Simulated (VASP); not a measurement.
RbCaH3, 5 atoms in the cell. It takes space group R-3m (No. 166, trigonal). Conventional cell: a = 5.735 Å, b = 5.735 Å, c = 9.903 Å, α = 90.00°, β = 90.00°, γ = 120.00°. Rb (site symmetry -3m) has 12 H at 2.87 to 3.69 Å and 6 Ca at 3.70 Å within 3.8 Å. Ca (site symmetry -3m) has 6 H at 2.34 Å within 3.1 Å. H (site symmetry 2/m) has 2 Ca at 2.34 Å and 4 H at 2.87 Å and 2 Rb at 2.87 Å within 3.1 Å.  This cell differs from its parent crystal: ratio of the length along [111] to the lengths across it x 1.41, volume and fractional coordinates fixed.

```yaml
Program: VASP 6.6.1
Task: single point
Functional: LDA
Potentials_or_basis: VASP PAW LDA potentials, release 64 (Rb_sv, Ca_sv, H)
Cutoff: 520 eV
k_mesh: 6 × 6 × 6
Occupations: gaussian, width 0.05 eV
Spin: no spin polarisation
Dipole_correction: no
Further_INCAR_settings: ALGO = Normal; EDIFF = 1e-07; NBANDS = 19
```

Potentials or basis: VASP PAW LDA potentials, release 64 (Rb_sv, Ca_sv, H).

Command:

```bash
$ cat potpaw_LDA.64/Rb_sv/POTCAR potpaw_LDA.64/Ca_sv/POTCAR potpaw_LDA.64/H/POTCAR > POTCAR
$ mpirun -np 1 vasp_std > vasp.out
```

Hardware: 1 thread of Intel(R) Xeon(R) 6975P-C (Granite Rapids), on a shared host.

Task: How long does it take, and how much memory?

Result: Wall time 18 s on 1 thread of Intel(R) Xeon(R) 6975P-C (Granite Rapids) (shared host), peak memory 0.21 GiB. Counts: scf iterations 14, k points 32.
